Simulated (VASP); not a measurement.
Set up this calculation in VASP 6.6.1, as the native input.

| Quantity | Value |
| --- | --- |
| Task | single point |
| Functional | r2SCAN |
| Potentials or basis | VASP PAW PBE potentials, release 64 (Cu) |
| Cutoff | 520 eV |
| k mesh | 17 × 17 × 17 |
| Occupations | fermi-dirac, width 0.1 eV |
| Spin | no spin polarisation |
| Dipole correction | no |
| Further INCAR settings | ALGO = Normal; EDIFF = 1e-06; NBANDS = 12 |

The system is Cu.

```
CELL_PARAMETERS angstrom
-1.38198 1.38198 1.38198
1.38198 -1.38198 1.38198
1.38198 1.38198 -1.38198
ATOMIC_POSITIONS crystal
Cu 0.00000 0.00000 0.00000
```

This cell differs from its parent crystal: volume scaled by 0.92.

These files were run (other wordings do the same):

POSCAR

```
Cu
1.0
   -1.3819844755      1.3819844755      1.3819844755
    1.3819844755     -1.3819844755      1.3819844755
    1.3819844755      1.3819844755     -1.3819844755
Cu
1
Direct
    0.0000000000      0.0000000000      0.0000000000
```

INCAR.step1

```
ALGO     = Normal         # electronic algorithm
EDIFF    = 1E-4           # SCF threshold, eV
ENCUT    = 520            # plane-wave cutoff, eV
GGA      = PE             # functional
ISMEAR   = -1             # smearing method
LASPH    = True           # aspherical terms in the spheres
LCHARG   = False          # write CHGCAR
LREAL    = False          # projectors in reciprocal space
LWAVE    = True           # write WAVECAR
NBANDS   = 12             # bands
NELM     = 60             # most SCF steps
PREC     = Accurate       # precision mode
SIGMA    = 0.1            # smearing width, eV
```

INCAR.step2

```
ALGO     = Normal         # electronic algorithm
EDIFF    = 1E-6           # SCF threshold, eV
ENCUT    = 520            # plane-wave cutoff, eV
ISIF     = 2              # what is computed and relaxed
ISMEAR   = -1             # smearing method
ISTART   = 1            
LASPH    = True           # aspherical terms in the spheres
LCHARG   = False          # write CHGCAR
LMIXTAU  = True         
LREAL    = False          # projectors in reciprocal space
LWAVE    = False          # write WAVECAR
METAGGA  = R2SCAN         # meta-GGA
NBANDS   = 12             # bands
NELM     = 60             # most SCF steps
PREC     = Accurate       # precision mode
SIGMA    = 0.1            # smearing width, eV
```

KPOINTS

```
k-points
0
Gamma
  17 17 17
```

Potentials or basis: VASP PAW PBE potentials, release 64 (Cu).

Command:

```console
$ cat potpaw_PBE.64/Cu/POTCAR > POTCAR
$ cp INCAR.step1 INCAR
$ mpirun -np 1 vasp_std > vasp.out
$ cp INCAR.step2 INCAR
$ mpirun -np 1 vasp_std > vasp.out
```

It gave:

```yaml
Pressure: 17.2 GPa
```

Caveat: the PAW data sets were made with another functional, which shifts forces and pressure a little.

Wall time 41 s on 1 thread of Intel(R) Xeon(R) Platinum 8488C (Sapphire Rapids), on a shared host, peak memory 0.14 GiB.
